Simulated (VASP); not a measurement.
A run of VASP 6.6.1:

POSCAR

```
Pt
1.0
    0.0000000000     -3.1389727827      0.0000000000
   -3.1389727827      0.0000000000      0.0000000000
    0.0000000000      0.0000000000     -3.1389727827
Pt
2
Direct
    0.5367859366      0.5367859366      0.5367859366
   -0.0367859366     -0.0367859366     -0.0367859366
```

The input INCAR.step1:

```
SYSTEM = Pt
PREC = Accurate
ENCUT = 520
ISMEAR = 0
SIGMA = 0.15
LREAL = .False.
LASPH = .True.
NELM = 80
NBANDS = 17
GGA = PE
ALGO = Normal
EDIFF = 1E-4
LWAVE = .True.
LCHARG = .False.
```

File INCAR.step2:

```
SYSTEM = Pt
PREC = Accurate
ENCUT = 520
EDIFF = 1E-7
ISMEAR = 0
SIGMA = 0.15
LREAL = .False.
LASPH = .True.
NELM = 80
ALGO = Normal
ISIF = 2
LWAVE = .False.
LCHARG = .False.
METAGGA = R2SCAN
LMIXTAU = .True.
NBANDS = 17
ISTART = 1
```

File KPOINTS:

```
regular mesh
0
Gamma
  20 20 20
  0 0 0
```

Potentials or basis: VASP PAW PBE potentials, release 64 (Pt).

Launch:

```console
$ cat potpaw_PBE.64/Pt/POTCAR > POTCAR
$ cp INCAR.step1 INCAR
$ mpirun -np 1 vasp_std > vasp.out
$ cp INCAR.step2 INCAR
$ mpirun -np 1 vasp_std > vasp.out
```

Hardware: 1 thread of Intel(R) Xeon(R) Platinum 8259CL CPU @ 2.50GHz (Skylake/Cascade Lake), with other jobs on the host.

How long does it take, and how much memory?

It took 22 min on 1 thread of Intel(R) Xeon(R) Platinum 8259CL CPU @ 2.50GHz (Skylake/Cascade Lake) (shared host), peak memory 0.43 GiB. Counts: k points 781.
